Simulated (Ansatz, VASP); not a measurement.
## Ti: VASP beside Ansatz

```
Ti
1.0
     0.00000    2.19977    2.05586
     2.00796    0.00000    2.05586
     2.00796    2.19977    0.00000
Ti
1
Direct
  0.00000 0.00000 0.00000
```

Change from the starting cell: normal strain along x -0.0233, normal strain along y +0.0700.

Alike in both runs: task single point; functional PBE; k mesh 18 × 18 × 18; occupations gaussian, width 0.15 eV; no spin polarisation.

|  | VASP | Ansatz |
| --- | --- | --- |
| version | VASP 6.6.1 | Ansatz 0.2.0 |
| potentials or method | VASP PAW PBE potentials, release 64 (Ti_sv), cutoff 520 eV | scalar-relativistic, plane waves, PAW |
| valence electrons in the cell | 12 | 12 |

Ansatz gave:

- gap on the k mesh at the Fermi level (eV): none
- pressure (GPa): -4.4
- traceless stress, the component that is largest in VASP (GPa): -1.68

Q: What did VASP give for the same quantities?

A: gap on the k mesh at the Fermi level (eV): none; pressure (GPa): -4.6; traceless stress, the component that is largest in VASP (GPa): -1.69.

A gap of «none» marks a metal or a gap that the smearing closes.
